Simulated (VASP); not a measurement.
# Sb in VASP: a series of runs

Aim: see how the results for Sb move with the level of theory and the settings. Levels: revPBE, PBE. Tasks: electric field gradients.

Everything below comes from runs of VASP 6.6.1. Logs are shortened: lines on timing, memory, paths and dates and some standing lists are left out, and cuts for length are marked.

**1. The cell of the first run**

It takes space group I4/mmm (No. 139, tetragonal). Conventional cell: a = 3.059 Å, b = 3.059 Å, c = 5.041 Å, α = 90.00°, β = 90.00°, γ = 90.00°. Sb (site symmetry 4/mmm) has 12 Sb at 3.06 to 3.32 Å within 4.0 Å.

**2. Electric field gradients, revPBE**

Input file INCAR:

```
ALGO = Normal ; EDIFF = 1E-8
ENCUT = 520 ; GGA = RE
ISIF = 2 ; ISMEAR = -1
LASPH = True ; LCHARG = False
LEFG = True ; LREAL = False
LWAVE = False ; NBANDS = 8
NELM = 80 ; PREC = Accurate
SIGMA = 0.05
```

Input file KPOINTS:

```
k-points
0
Gamma
  24 24 24
```

Input file POSCAR:

```
Sb
1.0
   -1.5296765170      1.5296765170      2.5206629649
    1.5296765170     -1.5296765170      2.5206629649
    1.5296765170      1.5296765170     -2.5206629649
Sb
1
Direct
    0.0000000000      0.0000000000      0.0000000000
```

Potentials or basis: VASP PAW PBE potentials, release 64 (Sb).

The run is started by

```bash
> cat potpaw_PBE.64/Sb/POTCAR > POTCAR
> mpirun -np 1 vasp_std > vasp.out
```

OUTCAR:

```text
EDIFF = 1E-8
   ENCUT = 520
   GGA = RE
   ISIF = 2
   ISMEAR = -1
   LASPH = True
   LREAL = False
   NELM = 80
   PREC = Accurate

 ion  position               nearest neighbor table
   1  0.000  0.000  0.000-

  LATTYP: Found a body centered tetragonal cell.
 ALAT       =     3.0593530340
 C/A-ratio  =     1.6478405316

  Lattice vectors:

 A1 = (  -1.5296765170,   1.5296765170,   2.5206629649)
 A2 = (   1.5296765170,  -1.5296765170,   2.5206629649)
 A3 = (   1.5296765170,   1.5296765170,  -2.5206629649)

Analysis of symmetry for initial positions (statically):
=====================================================================
 Subroutine PRICEL returns:
 Original cell was already a primitive cell.

 Routine SETGRP: Setting up the symmetry group for a
 body centered tetragonal supercell.

 Subroutine GETGRP returns: Found 16 space group operations
 (whereof 16 operations were pure point group operations)
 out of a pool of 16 trial point group operations.

The static configuration has the point symmetry D_4h.

Analysis of symmetry for dynamics (positions and initial velocities):
=====================================================================
 Subroutine PRICEL returns:
 Original cell was already a primitive cell.

 Routine SETGRP: Setting up the symmetry group for a
 body centered tetragonal supercell.

 Subroutine GETGRP returns: Found 16 space group operations
 (whereof 16 operations were pure point group operations)
 out of a pool of 16 trial point group operations.

The dynamic configuration has the point symmetry D_4h.

 Subroutine INISYM returns: Found 16 space group operations
 (whereof 16 operations are pure point group operations),
 and found     1 'primitive' translations

----------------------------------------------------------------------------------------

                                     Primitive cell

  volume of cell :      23.5925

  direct lattice vectors                    reciprocal lattice vectors
    -1.529676517  1.529676517  2.520662965     0.000000000  0.326866494  0.198360513
     1.529676517 -1.529676517  2.520662965     0.326866494  0.000000000  0.198360513
     1.529676517  1.529676517 -2.520662965     0.326866494  0.326866494  0.000000000

  length of vectors
     3.321680640  3.321680640  3.321680640     0.382346176  0.382346176  0.462259029

  position of ions in fractional coordinates (direct lattice)
     0.000000000  0.000000000  0.000000000

  ion indices of the primitive-cell ions
   primitive index   ion index
                 1           1

----------------------------------------------------------------------------------------

 KPOINTS: k-points

Automatic generation of k-mesh.
 Grid dimensions read from file:
 generate k-points for:   24   24   24

 Generating k-lattice:

  Cartesian coordinates                     Fractional coordinates (reciprocal lattice)
     0.000000000  0.013619437  0.008265021     0.041666667  0.000000000  0.000000000
     0.013619437  0.000000000  0.008265021     0.000000000  0.041666667  0.000000000
     0.013619437  0.013619437  0.000000000     0.000000000  0.000000000  0.041666667

  Length of vectors
     0.015931091  0.015931091  0.019260793

  Shift w.r.t. Gamma in fractional coordinates (k-lattice)
     0.000000000  0.000000000  0.000000000

 Subroutine IBZKPT returns following result:
 ===========================================

 Found   1063 irreducible k-points:

 Following reciprocal coordinates:
            Coordinates               Weight
  0.000000  0.000000  0.000000      1.000000
  0.041667 -0.000000  0.000000      8.000000
  0.083333 -0.000000  0.000000      8.000000
  0.125000 -0.000000  0.000000      8.000000
  0.166667  0.000000  0.000000      8.000000
  0.208333  0.000000  0.000000      8.000000
[... 16 lines left out ...]
  0.416667  0.041667  0.000000     16.000000
  0.458333  0.041667  0.000000     16.000000
 [... further k-points ...]
   k-points           NKPTS =   1063   k-points in BZ     NKDIM =   1063   number of bands    NBANDS=      8
   number of dos      NEDOS =    301   number of ions     NIONS =      1
   total plane-waves  NPLWV =  21952
   dimension x,y,z NGX =    28 NGY =   28 NGZ =   28
   dimension x,y,z NGXF=    56 NGYF=   56 NGZF=   56
   ions per type =               1
   NGX,Y,Z   is equivalent  to a cutoff of  14.01, 14.01, 14.01 a.u.
   NGXF,Y,Z  is equivalent  to a cutoff of  28.03, 28.03, 28.03 a.u.
 SYSTEM =  unknown system
   PREC   = accura    normal or accurate (medium, high low for compatibility)
   ISTART =      0    job   : 0-new  1-cont  2-samecut
   ICHARG =      2    charge: 1-file 2-atom 10-const
   ISPIN  =      1    spin polarized calculation?
   LNONCOLLINEAR =      F non collinear calculations
   LSORBIT =      F    spin-orbit coupling
   LASPH  =      T    aspherical Exc in radial PAW
   ENCUT  =  520.0 eV  38.22 Ry    6.18 a.u.   6.18  6.18  6.18*2*pi/ulx,y,z
   NELM   =     80;   NELMIN=  2; NELMDL= -5     # of ELM steps
   EDIFF  = 0.1E-07   stopping-criterion for ELM
   LREAL  =      F    real-space projection
   EDIFFG = 0.1E-06   stopping-criterion for IOM
   NSW    =      0    number of steps for IOM
   IBRION =     -1    ionic relax: 0-MD 1-quasi-New 2-CG
   NFREE  =      0    steps in history (QN), initial steepest desc. (CG)
   ISIF   =      2    stress and relaxation
   ISYM   =      2    0-nonsym 1-usesym 2-fastsym
   POTIM  = 0.5000    time-step for ionic-motion
   TEBEG  =    0.0;   TEEND  =   0.0 temperature during run
   PSTRESS=    0.0 pullay stress
   NELECT =       5.0000    total number of electrons
   NUPDOWN=      -1.0000    fix difference up-down
   EMIN   =  10.00;   EMAX   =-10.00  energy-range for DOS
   EFERMI =   0.00;   METHOD = LEGACY
   ISMEAR =    -1;   SIGMA  =   0.05  broadening in eV -4-tet -1-fermi 0-gaus
   EFERMI_NEDOS =   21; number of points for ismear=-14 and -15
   IALGO  =     38    algorithm
   IMIX   =      4    mixing-type and parameters
     AMIX     =   0.40;   BMIX     =  1.00
     AMIX_MAG =   1.60;   BMIX_MAG =  1.00
  volume/ion in A,a.u.               =      23.59       159.21
  Fermi-wavevector in a.u.,A,eV,Ry     =   0.976053  1.844473 12.961997  0.952680
  Thomas-Fermi vector in A             =   2.106642
   LORBIT       =      0    0 simple, 1 ext, 2 COOP (PROOUT), +10 PAW based schemes
   GGA     = RE    functional components
   LHFCALC =     F    Hartree Fock is set to
   AEXX    =    0.0000 exact exchange contribution
   IVDW    =     0    specifies the selected vdW correction
   LEPSILON=     F    determine dielectric tensor
   LRPA    =     F    only Hartree local field effects (RPA)
 non-spin polarized calculation
  energy-cutoff  :      520.00
  volume of cell :       23.59
 maximum number of plane-waves:       649
 NGX is ok and might be reduce to    28
   NGX = 13   NGY = 13   NGZ = 13

 number of electron       5.0000000 magnetization

 Free energy of the ion-electron system (eV)
  ---------------------------------------------------
  ext. energy  EPLUGINS =         0.00000000
  ---------------------------------------------------
  free energy    TOTEN  =        -3.34836129 eV

  energy without entropy =       -3.34360505  energy(sigma->0) =       -3.34598317

 E-fermi :  10.4453     XC(G=0): -10.7937

 val. band max:       10.4447634917   @ k =  -0.1667  -0.4583   0.1250
 cond. band min:      10.4458892160   @ k =  -0.4167   0.4583   0.2500
 fundamental gap:      0.0011257243
 Fermi energy:        10.4452712385

 k-point     1 :       0.0000    0.0000    0.0000
  band No.  band energies     occupation
      1      -3.6168      2.00000
      2      16.5306      0.00000
      3      16.8452      0.00000
      4      16.8452      0.00000
      5      20.3177      0.00000
      6      20.8607      0.00000
      7      21.3710      0.00000
      8      21.3710      0.00000

 k-point     2 :       0.0417   -0.0000    0.0000
  band No.  band energies     occupation
      1      -3.5775      2.00000
      2      16.2758      0.00000
      3      16.5472      0.00000
      4      16.8226      0.00000
      5      20.1874      0.00000
      6      20.6664      0.00000
      7      21.4455      0.00000
      8      21.7709      0.00000
[... 221 lines left out ...]
 k-point    23 :       0.4167    0.0417    0.0000
  band No.  band energies     occupation
      1       0.3328      2.00000
      2       4.6897      2.00000
      3      13.0673      0.00000
      4      15.8653      0.00000
      5      17.5652      0.00000
      6      19.9389      0.00000
      7      21.2098      0.00000
      8      22.6749      0.00000

 k-point    24 :       0.4583    0.0417    0.0000
  band No.  band energies     occupation
      1       0.8674      2.00000
      2       3.9590      2.00000
      3      12.9582      0.00000
      4      15.9265      0.00000
      5      17.5086      0.00000
      6      19.8929      0.00000
      7      21.2454      0.00000
      8      22.3338      0.00000

 [... further k-points ...]
[... 5 lines left out ...]
  --------------------------------------------------------------------------------------
  -------------------------------------------------------------------------------------
  Total        2.1525095      2.1525095      1.9505717      0.0000000      0.0000000      0.0000000
  in kB      146.1778868    146.1778868    132.4642061      0.0000000      0.0000000      0.0000000
  external PRESSURE =     141.6066599 kB  Pullay stress =       0.0000000 kB

 VOLUME and BASIS-vectors are now :
 -----------------------------------------------------------------------------
  energy-cutoff  :      520.00
  volume of cell :       23.59
      direct lattice vectors                 reciprocal lattice vectors
    -1.529676517  1.529676517  2.520662965     0.000000000  0.326866494  0.198360513
     1.529676517 -1.529676517  2.520662965     0.326866494  0.000000000  0.198360513
     1.529676517  1.529676517 -2.520662965     0.326866494  0.326866494  0.000000000

 POSITION                                       TOTAL-FORCE (eV/Angst)
 -----------------------------------------------------------------------------------
      0.00000      0.00000      0.00000        -0.000000      0.000000     -0.000000
 -----------------------------------------------------------------------------------
    total drift:                               -0.000000      0.000000      0.000000

  FREE ENERGIE OF THE ION-ELECTRON SYSTEM (eV)
  ---------------------------------------------------
  free  energy   TOTEN  =        -3.3483612939 eV

  energy  without entropy=       -3.3436050475  energy(sigma->0) =       -3.34598317

 Electric field gradients (V/A^2)
---------------------------------------------------------------------
 ion       V_xx      V_yy      V_zz      V_xy      V_xz      V_yz
---------------------------------------------------------------------
   1     -20.913   -20.913    41.827    -0.000    -0.000    -0.000
---------------------------------------------------------------------

 Electric field gradients after diagonalization (V/A^2)
 (convention: |V_zz| > |V_xx| > |V_yy|)
----------------------------------------------------------------------
 ion       V_xx      V_yy      V_zz     asymmetry (V_yy - V_xx)/ V_zz
----------------------------------------------------------------------
   1     -20.913   -20.913    41.827       0.000
----------------------------------------------------------------------

           NMR quadrupolar parameters

 Cq : quadrupolar parameter    Cq=e*Q*V_zz/h
 eta: asymmetry parameters     (V_yy - V_xx)/ V_zz
 Q  : nuclear electric quadrupole moment in mb (millibarn)
----------------------------------------------------------------------
 ion       Cq(MHz)       eta       Q (mb)
----------------------------------------------------------------------
   1       0.101       0.000       1.000
----------------------------------------------------------------------
```

It took 4.7 min on 1 thread of Intel Xeon 8259CL, shared host; peak memory 0.32 GiB.

What came out:

- Free energy: -3.3484 eV
- Pressure: 14.2 GPa

Electric field gradients, principal values (V/Å²):
```
atom    least   middle  greatest (by size)
1 Sb  -20.913  -20.913              41.827
```

Caveat: without QUAD_EFG the Cq values of the log hold for a quadrupole moment of 1 mb, not for the nuclei; the PAW data sets were made with another functional, which shifts forces and pressure a little; spin-orbit coupling is left out, which moves the levels of the heavy elements.

**3. Electric field gradients, PBE (equal xy, yz and zx shear strains of +1 %)**

Input file INCAR:

```
SYSTEM = Sb
PREC = Accurate
ENCUT = 520
EDIFF = 1E-8
ISMEAR = -1
SIGMA = 0.05
LREAL = .False.
LASPH = .True.
NELM = 100
ALGO = Normal
ISIF = 2
LWAVE = .False.
LCHARG = .False.
GGA = PE
LEFG = .True.
NBANDS = 8
```

Input file KPOINTS:

```
Automatic mesh
0
Gamma
  19 19 19
  0 0 0
```

Input file POSCAR:

```
Sb
1.0
   -1.4850750000      1.5098750000      2.4800000000
    1.5098750000     -1.4850750000      2.4800000000
    1.5001250000      1.5001250000     -2.4649500000
Sb
1
Direct
    0.0000000000      0.0000000000      0.0000000000
```

Potentials or basis: VASP PAW PBE potentials, release 64 (Sb).

The run is started by

```bash
> cat potpaw_PBE.64/Sb/POTCAR > POTCAR
> mpirun -np 1 vasp_std > vasp.out
```

OUTCAR:

```text
SYSTEM = Sb
   PREC = Accurate
   ENCUT = 520
   EDIFF = 1E-8
   ISMEAR = -1
   LREAL = .False.
   LASPH = .True.
   NELM = 100
   ISIF = 2
   GGA = PE

 ion  position               nearest neighbor table
   1  0.000  0.000  0.000-

  Warning from LATTYP: Got some problem with cell dimensions!
  Tried to take original basis but could not verify dimensions!
  LATTYP: Found a base centered monoclinic cell.
 ALAT       =     4.2781726257
 B/A-ratio  =     0.9900252466
 C/A-ratio  =     0.7601816367
 COS(beta)  =    -0.6469803571

  Lattice vectors:

 A1 = (  -0.0150500000,  -3.0100000000,  -0.0150500000)
 A2 = (  -3.0100000000,  -0.0150500000,  -0.0150500000)
 A3 = (   1.5001250000,   1.5001250000,  -2.4649500000)

Analysis of symmetry for initial positions (statically):
=====================================================================
 Subroutine PRICEL returns:
 Original cell was already a primitive cell.

 Routine SETGRP: Setting up the symmetry group for a
 base centered monoclinic supercell.

 Subroutine GETGRP returns: Found  4 space group operations
 (whereof  4 operations were pure point group operations)
 out of a pool of  4 trial point group operations.

The static configuration has the point symmetry C_2h.

Analysis of symmetry for dynamics (positions and initial velocities):
=====================================================================
 Subroutine PRICEL returns:
 Original cell was already a primitive cell.

 Routine SETGRP: Setting up the symmetry group for a
 base centered monoclinic supercell.

 Subroutine GETGRP returns: Found  4 space group operations
 (whereof  4 operations were pure point group operations)
 out of a pool of  4 trial point group operations.

[... 149 lines left out ...]
 fundamental gap:      0.0033799564
 Fermi energy:        11.1424433666

 k-point     1 :       0.0000    0.0000    0.0000
  band No.  band energies     occupation
      1      -3.4163      2.00000
      2      17.5605      0.00000
      3      17.8527      0.00000
      4      17.9461      0.00000
      5      21.1800      0.00000
      6      21.5512      0.00000
      7      22.2386      0.00000
      8      22.2550      0.00000
[... 243 lines left out ...]
 k-point    24 :      -0.2632    0.0526   -0.0000
  band No.  band energies     occupation
      1      -1.9020      2.00000
      2      10.3458      2.00000
      3      15.1114      0.00000
      4      17.2964      0.00000
      5      19.5112      0.00000
      6      21.4394      0.00000
      7      23.0891      0.00000
      8      23.4703      0.00000

 [... further k-points ...]
[... 5 lines left out ...]
  --------------------------------------------------------------------------------------
  -------------------------------------------------------------------------------------
  Total        2.7974468      2.7974468      2.4994359      0.0335279     -0.0061628     -0.0061628
  in kB      199.4895756    199.4895756    178.2380325      2.3909203     -0.4394781     -0.4394776
  external PRESSURE =     192.4057279 kB  Pullay stress =       0.0000000 kB

 VOLUME and BASIS-vectors are now :
 -----------------------------------------------------------------------------
  energy-cutoff  :      520.00
  volume of cell :       22.47
      direct lattice vectors                 reciprocal lattice vectors
    -1.485075000  1.509875000  2.480000000    -0.002656047  0.331239344  0.199969987
     1.509875000 -1.485075000  2.480000000     0.331239344 -0.002656047  0.199969987
     1.500125000  1.500125000 -2.464950000     0.330589496  0.330589496 -0.003305895

 POSITION                                       TOTAL-FORCE (eV/Angst)
 -----------------------------------------------------------------------------------
      0.00000      0.00000      0.00000         0.000000     -0.000000      0.000000
 -----------------------------------------------------------------------------------
    total drift:                                0.000000      0.000000     -0.000000

  FREE ENERGIE OF THE ION-ELECTRON SYSTEM (eV)
  ---------------------------------------------------
  free  energy   TOTEN  =        -3.5872636949 eV

  energy  without entropy=       -3.5825528506  energy(sigma->0) =       -3.58490827

 Electric field gradients (V/A^2)
---------------------------------------------------------------------
 ion       V_xx      V_yy      V_zz      V_xy      V_xz      V_yz
---------------------------------------------------------------------
   1     -18.345   -18.345    36.690     1.288    -3.734    -3.734
---------------------------------------------------------------------

 Electric field gradients after diagonalization (V/A^2)
 (convention: |V_zz| > |V_xx| > |V_yy|)
----------------------------------------------------------------------
 ion       V_xx      V_yy      V_zz     asymmetry (V_yy - V_xx)/ V_zz
----------------------------------------------------------------------
   1     -19.633   -17.571    37.204       0.055
----------------------------------------------------------------------

           NMR quadrupolar parameters

 Cq : quadrupolar parameter    Cq=e*Q*V_zz/h
 eta: asymmetry parameters     (V_yy - V_xx)/ V_zz
 Q  : nuclear electric quadrupole moment in mb (millibarn)
----------------------------------------------------------------------
 ion       Cq(MHz)       eta       Q (mb)
----------------------------------------------------------------------
   1       0.090       0.055       1.000
----------------------------------------------------------------------
```

stdout:

```text
POSCAR found type information on POSCAR Sb
 POSCAR found :  1 types and       1 ions
 scaLAPACK will be used
 LDA part: xc-table for (Slater+PW92), standard interpolation
 POSCAR, INCAR and KPOINTS ok, starting setup
 FFT: planning ... GRIDC
 FFT: planning ... GRID_SOFT
 FFT: planning ... GRID
 WAVECAR not read
 entering main loop
ion   1
```

Run time: 5.3 min. Hardware: 1 thread of Oxide Virtual Turin-like, shared host; peak memory 0.39 GiB.

Results:

```yaml
Free_energy: -3.5873 eV
Pressure: 19.2 GPa
```

Electric field gradients, principal values (V/Å²):
```csv
atom,least,middle,greatest (by size)
1 Sb,-17.571,-19.633,37.204
```

Caveat: the cell differs from its parent crystal (equal xy, yz and zx shear strains of +1 %); without QUAD_EFG the Cq values of the log hold for a quadrupole moment of 1 mb, not for the nuclei; spin-orbit coupling is left out, which moves the levels of the heavy elements.

(Continued in part 2 of 2.)
